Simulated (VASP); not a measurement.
# BN (P6_3mc) in VASP: G0W0 quasiparticle levels with PBE

Aim: the G0W0 quasiparticle levels of BN with PBE.

Program: VASP 6.6.1. These are calculated values, not measurements. Logs are shortened: lines on timing, memory, paths and dates and some standing lists are left out, and cuts for length are marked.

**1. The cell of the first run**

It takes space group P6_3mc (No. 186, hexagonal). Conventional cell: a = 2.544 Å, b = 2.544 Å, c = 4.208 Å, α = 90.00°, β = 90.00°, γ = 120.00°. Within 2.1 Å of B (site symmetry 3m) lie 4 N at 1.56 to 1.58 Å. Within 2.1 Å of N (site symmetry 3m) lie 4 B at 1.56 to 1.58 Å.

**2. G0W0 quasiparticle levels, PBE**

File POSCAR:

```
BN
1.0
    2.5439493114      0.0000000000      0.0000000000
   -1.2719746557      2.2031247296      0.0000000000
    0.0000000000      0.0000000000      4.2078167820
B N
2 2
Direct
    0.6666666667      0.3333333333      0.0002035746
    0.3333333333      0.6666666667      0.5002035746
    0.6666666667      0.3333333333      0.3747964254
    0.3333333333      0.6666666667      0.8747964254
```

File INCAR.step1:

```
SYSTEM = BN
  PREC = Accurate
  ENCUT = 500
  EDIFF = 1E-8
  ISMEAR = 0
  SIGMA = 0.01
  LREAL = .False.
  LASPH = .True.
  NELM = 80
  ALGO = Normal
  LWAVE = .True.
  LCHARG = .False.
  GGA = PE
```

File INCAR.step2:

```
SYSTEM = BN
  PREC = Accurate
  ENCUT = 500
  EDIFF = 1E-8
  ISMEAR = 0
  SIGMA = 0.01
  LREAL = .False.
  LASPH = .True.
  NELM = 1
  ALGO = Exact
  LWAVE = .True.
  LCHARG = .False.
  GGA = PE
  NBANDS = 96
  LOPTICS = .True.
  ISTART = 1
```

File INCAR.step3:

```
SYSTEM = BN
  PREC = Accurate
  ENCUT = 500
  EDIFF = 1E-8
  ISMEAR = 0
  SIGMA = 0.01
  LREAL = .False.
  LASPH = .True.
  ALGO = EVGW0
  LWAVE = .False.
  LCHARG = .False.
  GGA = PE
  NELMGW = 1
  NBANDS = 96
  ENCUTGW = 140.0
  NOMEGA = 48
  PRECFOCK = Fast
  ISTART = 1
  NBANDSGW = 16
```

File KPOINTS:

```
Automatic mesh
0
Gamma
  6 6 4
  0 0 0
```

Potentials or basis: VASP PAW PBE potentials, release 64 (B_GW, N_GW).

Started as:

```console
> cat potpaw_PBE.64/B_GW/POTCAR potpaw_PBE.64/N_GW/POTCAR > POTCAR
> cp INCAR.step1 INCAR
> mpirun -np 1 vasp_std > vasp.out
> cp INCAR.step2 INCAR
> mpirun -np 1 vasp_std > vasp.out
> cp INCAR.step3 INCAR
> mpirun -np 1 vasp_std > vasp.out
```

OUTCAR:

```text
SYSTEM = BN
   PREC = Accurate
   ENCUT = 500
   EDIFF = 1E-8
   ISMEAR = 0
   LREAL = .False.
   LASPH = .True.
   GGA = PE
   NELMGW = 1
   ENCUTGW = 140.0
   PRECFOCK = Fast
   ISTART = 1

 ion  position               nearest neighbor table
   1  0.667  0.333  0.000-   4 1.56   4 1.56   4 1.56   3 1.58
   2  0.333  0.667  0.500-   3 1.56   3 1.56   3 1.56   4 1.58
   3  0.667  0.333  0.375-   2 1.56   2 1.56   2 1.56   1 1.58
   4  0.333  0.667  0.875-   1 1.56   1 1.56   1 1.56   2 1.58

  LATTYP: Found a hexagonal cell.
 ALAT       =     2.5439493114
 C/A-ratio  =     1.6540489872

  Lattice vectors:

 A1 = (   2.5439493114,   0.0000000000,   0.0000000000)
 A2 = (  -1.2719746557,   2.2031247296,   0.0000000000)
 A3 = (   0.0000000000,   0.0000000000,   4.2078167820)

Analysis of symmetry for initial positions (statically):
=====================================================================
 Subroutine PRICEL returns:
 Original cell was already a primitive cell.

 Routine SETGRP: Setting up the symmetry group for a
 hexagonal supercell.

 Subroutine GETGRP returns: Found 12 space group operations
 (whereof  6 operations were pure point group operations)
 out of a pool of 24 trial point group operations.

The static configuration has the point symmetry C_3v.
 The point group associated with its full space group is C_6v.

Analysis of symmetry for dynamics (positions and initial velocities):
=====================================================================
 Subroutine PRICEL returns:
 Original cell was already a primitive cell.

 Routine SETGRP: Setting up the symmetry group for a
 hexagonal supercell.

 Subroutine GETGRP returns: Found 12 space group operations
 (whereof  6 operations were pure point group operations)
 out of a pool of 24 trial point group operations.

The dynamic configuration has the point symmetry C_3v.
 The point group associated with its full space group is C_6v.

 Subroutine INISYM returns: Found 12 space group operations
 (whereof  6 operations are pure point group operations),
 and found     1 'primitive' translations

----------------------------------------------------------------------------------------

                                     Primitive cell

  volume of cell :      23.5833

  direct lattice vectors                    reciprocal lattice vectors
     2.543949311  0.000000000  0.000000000     0.393089593  0.226950382  0.000000000
    -1.271974656  2.203124730  0.000000000     0.000000000  0.453900765  0.000000000
     0.000000000  0.000000000  4.207816782     0.000000000  0.000000000  0.237652933

  length of vectors
     2.543949311  2.543949311  4.207816782     0.453900765  0.453900765  0.237652933

  position of ions in fractional coordinates (direct lattice)
     0.666666667  0.333333333  0.000203575
     0.333333333  0.666666667  0.500203575
     0.666666667  0.333333333  0.374796425
     0.333333333  0.666666667  0.874796425

  ion indices of the primitive-cell ions
   primitive index   ion index
                 1           1
                 2           2
                 3           3
                 4           4

----------------------------------------------------------------------------------------

 KPOINTS: Automatic mesh

Automatic generation of k-mesh.
 Grid dimensions read from file:
 generate k-points for:    6    6    4

 Generating k-lattice:

  Cartesian coordinates                     Fractional coordinates (reciprocal lattice)
     0.065514932  0.037825064  0.000000000     0.166666667  0.000000000  0.000000000
     0.000000000  0.075650127  0.000000000     0.000000000  0.166666667  0.000000000
     0.000000000  0.000000000  0.059413233     0.000000000  0.000000000  0.250000000

  Length of vectors
     0.075650127  0.075650127  0.059413233

  Shift w.r.t. Gamma in fractional coordinates (k-lattice)
     0.000000000  0.000000000  0.000000000

 Subroutine IBZKPT returns following result:
 ===========================================

 Found     21 irreducible k-points:

 Following reciprocal coordinates:
            Coordinates               Weight
  0.000000  0.000000  0.000000      1.000000
  0.166667  0.000000  0.000000      6.000000
  0.333333  0.000000  0.000000      6.000000
  0.500000  0.000000  0.000000      3.000000
  0.166667  0.166667  0.000000      6.000000
  0.333333  0.166667  0.000000     12.000000
[... 13 lines left out ...]
  0.333333  0.166667  0.500000     12.000000
  0.333333  0.333333  0.500000      2.000000
   k-points           NKPTS =     21   k-points in BZ     NKDIM =    144   number of bands    NBANDS=     96
   number of dos      NEDOS =    301   number of ions     NIONS =      4
   total plane-waves  NPLWV =  12800
   dimension x,y,z NGX =    20 NGY =   20 NGZ =   32
   dimension x,y,z NGXF=    40 NGYF=   40 NGZF=   64
   ions per type =               2   2
   NGX,Y,Z   is equivalent  to a cutoff of  13.07, 13.07, 12.64 a.u.
   NGXF,Y,Z  is equivalent  to a cutoff of  26.14, 26.14, 25.29 a.u.
 SYSTEM =  BN
   PREC   = accura    normal or accurate (medium, high low for compatibility)
   ISTART =      1    job   : 0-new  1-cont  2-samecut
   ICHARG =      0    charge: 1-file 2-atom 10-const
   ISPIN  =      1    spin polarized calculation?
   LNONCOLLINEAR =      F non collinear calculations
   LSORBIT =      F    spin-orbit coupling
   LASPH  =      T    aspherical Exc in radial PAW
   ENCUT  =  500.0 eV  36.75 Ry    6.06 a.u.   4.64  4.64  7.67*2*pi/ulx,y,z
   NELM   =     60;   NELMIN=  2; NELMDL=  0     # of ELM steps
   EDIFF  = 0.1E-07   stopping-criterion for ELM
   LREAL  =      F    real-space projection
   EDIFFG = 0.1E-06   stopping-criterion for IOM
   NSW    =      0    number of steps for IOM
   IBRION =     -1    ionic relax: 0-MD 1-quasi-New 2-CG
   NFREE  =      0    steps in history (QN), initial steepest desc. (CG)
   ISIF   =      0    stress and relaxation
   ISYM   =      3    0-nonsym 1-usesym 2-fastsym
   POTIM  = 0.5000    time-step for ionic-motion
   TEBEG  =    0.0;   TEEND  =   0.0 temperature during run
   PSTRESS=    0.0 pullay stress
   NELECT =      16.0000    total number of electrons
   NUPDOWN=      -1.0000    fix difference up-down
   EMIN   =  10.00;   EMAX   =-10.00  energy-range for DOS
   EFERMI =   0.00;   METHOD = LEGACY
   ISMEAR =     0;   SIGMA  =   0.01  broadening in eV -4-tet -1-fermi 0-gaus
   EFERMI_NEDOS =   21; number of points for ismear=-14 and -15
   IALGO  =     38    algorithm
   IMIX   =      4    mixing-type and parameters
     AMIX     =   0.40;   BMIX     =  1.00
     AMIX_MAG =   1.60;   BMIX_MAG =  1.00
  volume/ion in A,a.u.               =       5.90        39.79
  Fermi-wavevector in a.u.,A,eV,Ry     =   1.438512  2.718393 28.154749  2.069316
  Thomas-Fermi vector in A             =   2.557470
   LORBIT       =      0    0 simple, 1 ext, 2 COOP (PROOUT), +10 PAW based schemes
   GGA     = PE    functional components
   LHFCALC =     T    Hartree Fock is set to
   PRECFOCK=fast      Normal, Fast or Accurate (Low or Medium for compatibility)
   ENCUT4O =  -1.0   cutoff for four orbital integrals eV
   NKREDX  =     1    reduce k-point grid by
   NKREDY  =     1    reduce k-point grid by
   NKREDZ  =     1    reduce k-point grid by
   AEXX    =    1.0000 exact exchange contribution
   HFSCREEN=    0.0000 screening length (either q_TF or 0.3 A-1)
   HFSCREENC=   0.0000 screening length for correlation (either q_TF or 0.3 A-1)
   ENCUTFOCK=  -1.0 apply spherical cutoff to Coloumb kernel
   IVDW    =     0    specifies the selected vdW correction
   LEPSILON=     F    determine dielectric tensor
   LRPA    =     F    only Hartree local field effects (RPA)
   LRPAFORCE           =     F    calculate RPA forces
   ENCUTGW             = 140.0    cutoff for response function in eV
   ENCUTGWSOFT         = 112.0    soft cutoff for Coulomb kernel in GW response function in eV
   ENCUTLF             =  -1.0    cutoff for local field effects
   NELMGW              =     1    number of iterations in solving QP/BSE equation
   NELMHF              =     1    number of iterations in the inner HF iteration
   NKREDLFX            =     1    NKREDLFY  =   1   NKREDLFZ  =   1
 non-spin polarized calculation
 Gauss-broadening in eV      SIGMA  =   0.01
  energy-cutoff  :      500.00
  volume of cell :       23.58
 maximum number of plane-waves:       609
 NGX is ok and might be reduce to    20
  NGX = 12; NGY = 12; NGZ = 20
   NGX =  9   NGY =  9   NGZ = 15
 maximum number of plane-waves:        99
 NGX is ok and might be reduce to    10

 QP shifts <psi_nk| G(iteration)W_0 |psi_nk>: iteration 1
 for sc-GW calculations column KS-energies equals QP-energies in previous step
 and V_xc(KS)=  KS-energies - (<T + V_ion + V_H > + <T+V_H+V_ion>^1  + <V_x>^1)

 k-point   1 :       0.0000    0.0000    0.0000
  band No.  KS-energies  QP-energies   sigma(KS)   V_xc(KS)     V^pw_x(r,r')   Z            occupation Imag(sigma)

      1     -12.7893     -14.7609     -18.0236     -15.5003     -26.5187       0.7814       2.0000       1.4689
      2      -8.6263     -10.2293     -18.9453     -16.8460     -26.7663       0.7635       2.0000       0.9334
      3      -3.3002      -4.8801     -16.5288     -14.4702     -21.6944       0.7675       2.0000       0.2881
      4       5.5106       4.5899     -18.5294     -17.4026     -21.6437       0.8171       2.0000       0.0982
      5       5.5106       4.5899     -18.5294     -17.4026     -21.6437       0.8171       2.0000       0.0982
      6       7.3721       6.6682     -19.0516     -18.1977     -21.7358       0.8244       2.0000       0.0841
[... 8 lines left out ...]
     15      19.5634      21.1822     -12.6996     -14.6805      -6.9880       0.8172       0.0000      -0.1385
     16      23.8962      25.5939     -14.2920     -16.4712      -7.3973       0.7791       0.0000      -0.2514

 k-point   2 :       0.1667    0.0000    0.0000
  band No.  KS-energies  QP-energies   sigma(KS)   V_xc(KS)     V^pw_x(r,r')   Z            occupation Imag(sigma)

      1     -12.1887     -14.0969     -18.0527     -15.6038     -26.4435       0.7792       2.0000       1.3916
      2      -8.1779      -9.7535     -19.0528     -16.9820     -26.7705       0.7609       2.0000       0.8654
      3      -2.7059      -4.2604     -16.6007     -14.5811     -21.5813       0.7697       2.0000       0.2585
      4       3.1496       1.9700     -17.9279     -16.4674     -21.5016       0.8077       2.0000       0.1212
      5       4.5618       3.5480     -18.2033     -16.9591     -21.4762       0.8148       2.0000       0.1055
      6       5.6479       4.7202     -18.7823     -17.6474     -21.9348       0.8174       2.0000       0.0992
[... 8 lines left out ...]
     15      21.1577      22.8824     -13.0895     -15.2300      -6.9861       0.8058       0.0000      -0.1651
     16      22.9971      24.4401     -13.1556     -14.9623      -6.8766       0.7988       0.0000      -0.2027
[... 348 lines left out ...]
      5       2.0657       0.8140     -17.4609     -15.9046     -21.1949       0.8042       2.0000       0.1332
      6       2.0657       0.8140     -17.4609     -15.9046     -21.1949       0.8042       2.0000       0.1332
[... 8 lines left out ...]
     15      23.8992      25.6757     -14.0439     -16.3166      -7.1736       0.7817       0.0000      -0.2416
     16      23.8992      25.6757     -14.0439     -16.3166      -7.1736       0.7817       0.0000      -0.2416

 k-point  21 :       0.3333    0.3333    0.5000
  band No.  KS-energies  QP-energies   sigma(KS)   V_xc(KS)     V^pw_x(r,r')   Z            occupation Imag(sigma)

      1      -7.3254      -8.8347     -19.3323     -17.3351     -26.8692       0.7557       2.0000       0.7549
      2      -7.3254      -8.8347     -19.3323     -17.3351     -26.8692       0.7557       2.0000       0.7549
      3      -1.2109      -2.7797     -17.3600     -15.3459     -22.1356       0.7789       2.0000       0.2117
      4      -1.2109      -2.7797     -17.3600     -15.3459     -22.1356       0.7789       2.0000       0.2117
      5      -0.1118      -1.5012     -16.6705     -14.9199     -20.7948       0.7937       2.0000       0.1694
      6      -0.1118      -1.5012     -16.6705     -14.9199     -20.7948       0.7937       2.0000       0.1694
[... 8 lines left out ...]
     15      24.3506      26.1605     -14.1444     -16.4811      -7.0311       0.7746       0.0000      -0.2646
     16      24.3506      26.1605     -14.1444     -16.4811      -7.0311       0.7746       0.0000      -0.2646
```

Wall time 12 min (1 thread of AMD EPYC 7R13, shared host); peak memory 0.32 GiB.

What came out:

```
Band gap on the k mesh, mean-field level : 5.19 eV, indirect (least direct gap 8.32 eV)
Quasiparticle gap                        : 6.61 eV
Least direct quasiparticle gap           : 10.20 eV
```

Caveat: the k points lie up to 0.48 Å⁻¹ apart; bands, screening cutoff and mesh are small and nothing is extrapolated, so the quasiparticle values aren't converged. A k mesh can miss the band edges.
